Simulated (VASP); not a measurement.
Write the native input for VASP 6.6.1 that does the following.

```yaml
Task: single point
Functional: PBE
Potentials_or_basis: VASP PAW PBE potentials, release 64 (Cs_sv)
Cutoff: 520 eV
k_mesh: 5 × 2 × 2, shifted
Occupations: fermi-dirac, width 0.051704 eV
Spin: no spin polarisation
Dipole_correction: no
Further_INCAR_settings: ALGO = Normal; EDIFF = 1e-06; NBANDS = 10; ISYM = 0
```

The structure of Cs lies in POSCAR:

```
Cs
1.0
   -3.1284650614      3.1284650614      3.1284650614
    3.1284650614     -3.1284650614      3.1284650614
    3.1284650614      3.1284650614     -3.1284650614
Cs
1
Direct
    0.0000000000      0.0000000000      0.0000000000
```

One way to write it, as run:

INCAR

```
  PREC = Accurate
  ENCUT = 520
  EDIFF = 1E-6
  ISMEAR = -1
  SIGMA = 0.051703999572871064
  LREAL = F
  LASPH = T
  NELM = 60
  ALGO = Normal
  ISIF = 2
  LWAVE = F
  LCHARG = F
  GGA = PE
  ISYM = 0
  NBANDS = 10
```

KPOINTS

```
Automatic mesh
0
Gamma
  5 2 2
  0.5 0.5 0
```

Potentials or basis: VASP PAW PBE potentials, release 64 (Cs_sv).

Run with:

```console
$ cat potpaw_PBE.64/Cs_sv/POTCAR > POTCAR
$ mpirun -np 1 vasp_std > vasp.out
```

Results of the run:

The pressure is -0.1 GPa. The band gap on the k mesh is zero (an odd number of electrons rules out a gap without spin polarisation).

Caveat: the k points lie up to 0.62 Å⁻¹ apart, too coarse for converged energies and pressures of a metal; spin-orbit coupling is left out, which moves the levels of the heavy elements.

Run time: 21 s on 1 thread of Intel Xeon 8259CL, with other jobs on the host, peak memory 0.23 GiB.
